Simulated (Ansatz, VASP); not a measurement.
## AlP: VASP beside Ansatz

File INCAR:

```
SYSTEM = AlP
ALGO = Normal
EDIFF = 1E-7
EDIFFG = -0.002
ENCUT = 500
GGA = PE
GGA_COMPAT = .FALSE.
IBRION = 2
ISIF = 3
ISMEAR = 0
LASPH = .TRUE.
LCHARG = .FALSE.
LREAL = .FALSE.
LWAVE = .FALSE.
NELM = 120
NELMIN = 4
NSW = 100
PREC = Accurate
SIGMA = 0.02
```

File KPOINTS:

```
k-points
0
G
  8 8 8
  0 0 0
```

POSCAR

```
AlP
1.0
    0.0000000000      2.7350000000      2.7350000000
    2.7350000000      0.0000000000      2.7350000000
    2.7350000000      2.7350000000      0.0000000000
Al P
1 1
Direct
    0.0000000000      0.0000000000      0.0000000000
    0.2500000000      0.2500000000      0.2500000000
```

Input for Ansatz:

```yaml
crystal:
  lattice:
    - [0.0, 2.735, 2.735]
    - [2.735, 0.0, 2.735]
    - [2.735, 2.735, 0.0]
  atoms:
    - { symbol: Al, position: [0.0, 0.0, 0.0] }
    - { symbol: P, position: [0.25, 0.25, 0.25] }
basis:
  ecutwfc: 420
kpoints:
  mp_grid: { grid: [8, 8, 8] }
hamiltonian:
  xc: pbe
  pseudopotentials: { kind: paw, azcp: { folder: soft_1 } }
scf:
  occupations: { method: gaussian, width: 0.02 }
output:
  forces: true
  stress: true
  eigenvalues: true
  write_density: true
  write_potential: true
  elf: true
  volumetric_format: npy
relax:
  adjacent_minimum: "off"
  f_tol: 0.002
  max_steps: 80
  cell: { stress_tol: 0.02 }
```

Alike in both runs: task relaxation of cell and atoms; functional PBE; k mesh 8 × 8 × 8; occupations gaussian, width 0.02 eV; no spin polarisation.

|  | VASP | Ansatz |
| --- | --- | --- |
| version | VASP 6.6.1 | Ansatz 0.2.0 |
| potentials or method | VASP PAW PBE potentials, release 64 (Al, P), cutoff 500 eV | scalar-relativistic, plane waves, PAW |
| valence electrons in the cell | 8 | 8 |

```csv
,VASP,Ansatz,Ansatz less VASP
"gap on the k mesh at the Fermi level, each at its own relaxed structure (eV)",1.63,1.63,+0.003
relaxed volume (Å³/atom),20.86,20.88,+0.016
relaxed cell length with the largest relative difference (Å),3.893,3.894,+0.0010
```
